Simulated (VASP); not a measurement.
Wanted: the native input for a VASP 6.6.1 run.

```
Task                   : single point
Functional             : PBEsol
Potentials or basis    : VASP PAW PBE potentials, release 64 (O, H, N)
Cutoff                 : 520 eV
k mesh                 : 1 × 1 × 1
Occupations            : fermi-dirac, width 0.05 eV
Spin                   : no spin polarisation
Dipole correction      : no
Further INCAR settings : LREAL = Auto; ALGO = Normal; EDIFF = 1e-07; NBANDS = 67
```

The structure of H23NO10 lies in POSCAR:

```
H23NO10
1.0
    6.7320510000      0.0000000000      0.0000000000
    0.0000000000      6.7320510000      0.0000000000
    0.0000000000      0.0000000000      6.7320510000
O H N
10 23 1
Direct
    0.8297174219      0.9009141493      0.5181927469
    0.8746220134      0.7021931355      0.1815939897
    0.2686996875      0.8265534530      0.8785732610
    0.8530386950      0.2643325192      0.7506330537
    0.0857688095      0.1345949399      0.0913837403
    0.6999501341      0.3228436624      0.2477848133
    0.4528783279      0.2617478685      0.9790626958
    0.4673018668      0.1982308215      0.5231689421
    0.2050638060      0.8234934643      0.4786951257
    0.1549602045      0.4940099236      0.7431761881
    0.7343378712      1.0061718190      0.4753974680
    0.7709091925      0.7373087340      0.7031883745
    0.7941264854      0.5846360938      0.2086139870
    0.8404273824      0.7921805702      0.2993144288
    0.2587324428      0.8649518549      0.7286189603
    0.2342822418      0.9341283956      0.9698233124
    0.9816324921      0.3381436059      0.7219493732
    0.8844258607      0.1284006910      0.6885717295
    0.2134862021      0.2006520747      0.0826791122
    0.0004159208      0.1958541312     -0.0124330609
    0.5961333329      0.2650009633      0.3410401971
    0.8323614898      0.2490474300      0.2505477157
    0.3990314393      0.3374305988      0.8618621576
    0.5691430442      0.3097718660      1.0484917598
    0.4094591678      0.0772424332      0.4839238443
    0.5350375391      0.1745827535      0.6468311069
    0.2029544934      0.7653091160      0.3390051561
    0.0547232931      0.8704479512      0.4767789192
    0.1486174124      0.6331354293      0.8087431304
    0.2409666831      0.5265557257      0.6235098338
    0.5712523568      0.6834915541      0.8526227742
    0.7507667426      0.5025362999      0.8123675831
    0.7883333029      0.7005294523      0.9618019828
    0.7198846236      0.6596058170      0.8254245252
```

The input as run:

INCAR

```
PREC = Accurate
ENCUT = 520
EDIFF = 1E-7
ISMEAR = -1
SIGMA = 0.05
LREAL = Auto
LASPH = T
NELM = 60
ALGO = Normal
ISIF = 2
LWAVE = F
LCHARG = F
GGA = PS
NBANDS = 67
```

KPOINTS

```
Automatic mesh
0
Gamma
  1 1 1
```

Potentials or basis: VASP PAW PBE potentials, release 64 (O, H, N).

Command:

```console
$ cat potpaw_PBE.64/O/POTCAR potpaw_PBE.64/H/POTCAR potpaw_PBE.64/N/POTCAR > POTCAR
$ mpirun -np 1 vasp_gam > vasp.out
```

It gave:

```yaml
Pressure: -0.8 GPa
Largest_force: 3.135 eV/Å
Band_gap_on_the_k_mesh: 4.19 eV
```

Caveat: the k points lie up to 0.93 Å⁻¹ apart; the PAW data sets were made with another functional, which shifts forces and pressure a little.

Wall time 37 s on 1 thread of AMD EPYC 7R43 64-Core Processor (Zen 3) (shared host), peak memory 0.29 GiB.
